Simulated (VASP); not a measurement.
# CoSi2 in VASP: notebook, part 2 of 3

VASP 6.6.1. Earlier steps stand in the parts before.

## (3) Single point, PBE (strain -0.025 along x and y, -0.025 along z)

Contents of INCAR:

```
PREC = Accurate
ENCUT = 520
EDIFF = 1E-7
ISMEAR = 0
SIGMA = 0.15
LREAL = False
LASPH = True
NELM = 80
ALGO = Normal
ISIF = 2
LWAVE = False
LCHARG = False
GGA = PE
NBANDS = 16
```

Contents of KPOINTS:

```
regular mesh
0
Gamma
  16 16 16
```

Contents of POSCAR:

```
CoSi2
1.0
    0.0000000000      2.6129405832      2.6129405832
    2.6129405832      0.0000000000      2.6129405832
    2.6129405832      2.6129405832      0.0000000000
Co Si
1 2
Direct
    0.0000000000      0.0000000000      0.0000000000
    0.2500000000      0.2500000000      0.2500000000
    0.7500000000      0.7500000000      0.7500000000
```

Potentials or basis: VASP PAW PBE potentials, release 64 (Co, Si).

Started as:

```
cat potpaw_PBE.64/Co/POTCAR potpaw_PBE.64/Si/POTCAR > POTCAR
mpirun -np 1 vasp_std > vasp.out
```

Wall time 42 s (1 thread of Intel Xeon 6975P-C (Granite Rapids), shared host); peak memory 0.21 GiB.

The run converged. Its results:

| Quantity | Value |
| --- | --- |
| Free energy | -19.1706 eV |
| Pressure | 16.0 GPa |

Levels at points of the mesh, in eV from the Fermi level:
```
           k point  band 5  band 6  band 7  band 8  band 9  band 10  band 11  band 12  band 13  band 14
(0.00, 0.00, 0.00)   -2.15   -2.15    1.53    3.48    3.48     3.48     3.73     3.73     3.73     6.02
(0.50, 0.00, 0.00)   -2.33   -1.82   -1.82   -0.49   -0.49     2.95     3.65     3.65     5.03    10.73
(0.50, 0.50, 0.00)   -3.86   -2.15   -2.15   -2.12   -1.49     1.91     2.98     8.65    10.37    10.37
```

Caveat: the cell differs from its parent crystal (strain -0.025 along x and y, -0.025 along z).

## (4) Single point, PBE (strain +0.025 along x and y, +0.025 along z)

Contents of INCAR:

```
SYSTEM = CoSi2
  ALGO = Normal
  EDIFF = 1E-6
  ENCUT = 520
  GGA = PE
  ISIF = 2
  ISMEAR = 0
  LASPH = .True.
  LCHARG = .False.
  LREAL = .False.
  LWAVE = .False.
  NBANDS = 16
  NELM = 100
  PREC = Accurate
  SIGMA = 0.15
```

Contents of KPOINTS:

```
k-points
0
Gamma
  16 16 16
  0 0 0
```

Contents of POSCAR:

```
CoSi2
1.0
    0.0000000000      2.7469375362      2.7469375362
    2.7469375362      0.0000000000      2.7469375362
    2.7469375362      2.7469375362      0.0000000000
Co Si
1 2
Direct
    0.0000000000      0.0000000000      0.0000000000
    0.2500000000      0.2500000000      0.2500000000
    0.7500000000      0.7500000000      0.7500000000
```

Potentials or basis: VASP PAW PBE potentials, release 64 (Co, Si).

Started as:

```
cat potpaw_PBE.64/Co/POTCAR potpaw_PBE.64/Si/POTCAR > POTCAR
mpirun -np 1 vasp_std > vasp.out
```

OUTCAR:

```text
SYSTEM = CoSi2
   EDIFF = 1E-6
   ENCUT = 520
   GGA = PE
   ISIF = 2
   ISMEAR = 0
   LASPH = .True.
   LREAL = .False.
   NELM = 100
   PREC = Accurate

 ion  position               nearest neighbor table
   1  0.000  0.000  0.000-   3 2.38   3 2.38   3 2.38   2 2.38   2 2.38   2 2.38   3 2.38   2 2.38

   2  0.250  0.250  0.250-   1 2.38   1 2.38   1 2.38   1 2.38   3 2.75   3 2.75   3 2.75   3 2.75
                             3 2.75   3 2.75
   3  0.750  0.750  0.750-   1 2.38   1 2.38   1 2.38   1 2.38   2 2.75   2 2.75   2 2.75   2 2.75
                             2 2.75   2 2.75

  LATTYP: Found a face centered cubic cell.
 ALAT       =     5.4938750724

  Lattice vectors:

 A1 = (   0.0000000000,   2.7469375362,   2.7469375362)
 A2 = (   2.7469375362,   0.0000000000,   2.7469375362)
 A3 = (   2.7469375362,   2.7469375362,   0.0000000000)

Analysis of symmetry for initial positions (statically):
=====================================================================
 Subroutine PRICEL returns:
 Original cell was already a primitive cell.

 Routine SETGRP: Setting up the symmetry group for a
 face centered cubic supercell.

 Subroutine GETGRP returns: Found 48 space group operations
 (whereof 48 operations were pure point group operations)
 out of a pool of 48 trial point group operations.

The static configuration has the point symmetry O_h .

Analysis of symmetry for dynamics (positions and initial velocities):
=====================================================================
 Subroutine PRICEL returns:
 Original cell was already a primitive cell.

 Routine SETGRP: Setting up the symmetry group for a
 face centered cubic supercell.

 Subroutine GETGRP returns: Found 48 space group operations
[... 115 lines left out ...]
   PSTRESS=    0.0 pullay stress
   NELECT =      17.0000    total number of electrons
   NUPDOWN=      -1.0000    fix difference up-down
   EMIN   =  10.00;   EMAX   =-10.00  energy-range for DOS
   EFERMI =   0.00;   METHOD = LEGACY
   ISMEAR =     0;   SIGMA  =   0.15  broadening in eV -4-tet -1-fermi 0-gaus
   EFERMI_NEDOS =   21; number of points for ismear=-14 and -15
   IALGO  =     38    algorithm
   IMIX   =      4    mixing-type and parameters
     AMIX     =   0.40;   BMIX     =  1.00
     AMIX_MAG =   1.60;   BMIX_MAG =  1.00
  volume/ion in A,a.u.               =      13.82        93.25
  Fermi-wavevector in a.u.,A,eV,Ry     =   1.216277  2.298430 20.127490  1.479329
  Thomas-Fermi vector in A             =   2.351636
   LORBIT       =      0    0 simple, 1 ext, 2 COOP (PROOUT), +10 PAW based schemes
   GGA     = PE    functional components
   LHFCALC =     F    Hartree Fock is set to
   AEXX    =    0.0000 exact exchange contribution
   IVDW    =     0    specifies the selected vdW correction
   LEPSILON=     F    determine dielectric tensor
   LRPA    =     F    only Hartree local field effects (RPA)
 non-spin polarized calculation
 Gauss-broadening in eV      SIGMA  =   0.15
  energy-cutoff  :      520.00
  volume of cell :       41.45
 maximum number of plane-waves:      1139
 NGX is ok and might be reduce to    30
   NGX = 15   NGY = 15   NGZ = 15

 number of electron      16.9999994 magnetization

 Free energy of the ion-electron system (eV)
  ---------------------------------------------------
  ext. energy  EPLUGINS =         0.00000000
  ---------------------------------------------------
  free energy    TOTEN  =       -19.18757494 eV

  energy without entropy =      -19.17458321  energy(sigma->0) =      -19.18107907

 E-fermi :   9.0849     XC(G=0): -11.3992

 val. band max:        9.0788002866   @ k =  -0.3125   0.0625   0.0000
 cond. band min:       9.0871078959   @ k =  -0.3750   0.1250   0.0000
 fundamental gap:      0.0083076093
 Fermi energy:         9.0848568603

 k-point     1 :       0.0000    0.0000    0.0000
  band No.  band energies     occupation
      1      -3.4505      2.00000
      2       5.3495      2.00000
      3       5.3495      2.00000
      4       5.3495      2.00000
      5       7.4263      2.00000
      6       7.4263      2.00000
[... 433 lines left out ...]
      3       5.3461      2.00000
      4       5.4284      2.00000
      5       7.3421      2.00000
      6       7.4232      2.00000
[... 8 lines left out ...]
     15      14.0676      0.00000
     16      14.6990      0.00000

 [... further k-points ...]
[... 5 lines left out ...]
  --------------------------------------------------------------------------------------
  -------------------------------------------------------------------------------------
  Total       -2.9278401     -2.9278401     -2.9278401      0.0000000      0.0000000     -0.0000000
  in kB     -113.1570439   -113.1570439   -113.1570439      0.0000000      0.0000000     -0.0000000
  external PRESSURE =    -113.1570439 kB  Pullay stress =       0.0000000 kB

 VOLUME and BASIS-vectors are now :
 -----------------------------------------------------------------------------
  energy-cutoff  :      520.00
  volume of cell :       41.45
      direct lattice vectors                 reciprocal lattice vectors
     0.000000000  2.746937536  2.746937536    -0.182020884  0.182020884  0.182020884
     2.746937536  0.000000000  2.746937536     0.182020884 -0.182020884  0.182020884
     2.746937536  2.746937536  0.000000000     0.182020884  0.182020884 -0.182020884

 POSITION                                       TOTAL-FORCE (eV/Angst)
 -----------------------------------------------------------------------------------
      0.00000      0.00000      0.00000         0.000000      0.000000      0.000000
      1.37347      1.37347      1.37347        -0.000000     -0.000000     -0.000000
      4.12041      4.12041      4.12041         0.000000      0.000000     -0.000000
 -----------------------------------------------------------------------------------
    total drift:                                0.000000     -0.000000     -0.000000

  FREE ENERGIE OF THE ION-ELECTRON SYSTEM (eV)
  ---------------------------------------------------
  free  energy   TOTEN  =       -19.1875749424 eV

  energy  without entropy=      -19.1745832068  energy(sigma->0) =      -19.18107907
```

Wall time 47 s (1 thread of Intel Xeon 6975P-C (Granite Rapids), shared host); peak memory 0.23 GiB.

What came out:

| Quantity | Value |
| --- | --- |
| Free energy | -19.1876 eV |
| Pressure | -11.3 GPa |

Caveat: the cell differs from its parent crystal (strain +0.025 along x and y, +0.025 along z).

(Part 2 of 3 ends here.)
